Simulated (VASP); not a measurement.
Write the native input for VASP 6.6.1 that does the following.

```yaml
Task: single point
Functional: PBE
Potentials_or_basis: VASP PAW PBE potentials, release 64 (Ti_sv, C)
Cutoff: 600 eV
k_mesh: 13 × 13 × 13
Occupations: fermi-dirac, width 0.05 eV
Spin: no spin polarisation
Dipole_correction: no
Further_INCAR_settings: ALGO = Normal; EDIFF = 1e-06; NBANDS = 15
```

The structure of TiC lies in POSCAR:

```
TiC
1.0
    0.0000000000      2.1657188437      2.1657188437
    2.1657188437      0.0000000000      2.1657188437
    2.1657188437      2.1657188437      0.0000000000
Ti C
1 1
Direct
   -0.0023087023     -0.0023087023      0.0023087023
    0.5000000000      0.5000000000      0.5000000000
```

The input as run:

INCAR

```
SYSTEM = TiC
PREC     = Accurate       ! precision mode
ENCUT    = 600            ! plane-wave cutoff, eV
EDIFF    = 1E-6           ! SCF threshold, eV
ISMEAR   = -1             ! smearing method
SIGMA    = 0.05           ! smearing width, eV
LREAL    = .False.        ! projectors in reciprocal space
LASPH    = .True.         ! aspherical terms in the spheres
NELM     = 120            ! most SCF steps
ALGO     = Normal         ! electronic algorithm
ISIF     = 2              ! what is computed and relaxed
LWAVE    = .False.        ! write WAVECAR
LCHARG   = .True.         ! write CHGCAR
GGA      = PE             ! functional
LELF     = .True.         ! ELF
LVHAR    = .True.       
NBANDS   = 15             ! bands
GGA_COMPAT= .False.
```

KPOINTS

```
regular mesh
0
Gamma
  13 13 13
  0 0 0
```

Potentials or basis: VASP PAW PBE potentials, release 64 (Ti_sv, C).

Command:

```bash
$ cat potpaw_PBE.64/Ti_sv/POTCAR potpaw_PBE.64/C/POTCAR > POTCAR
$ mpirun -np 1 vasp_std > vasp.out
```

It gave:

| Quantity | Value |
| --- | --- |
| Pressure | 0.3 GPa |
| Largest force | 0.094 eV/Å |
| Band gap on the k mesh | zero (bands 8 and 9 overlap by 1.08 eV) |

It took 80 s on 1 thread of AMD EPYC 7R43 64-Core Processor (Zen 3), with other jobs on the host, peak memory 0.16 GiB.
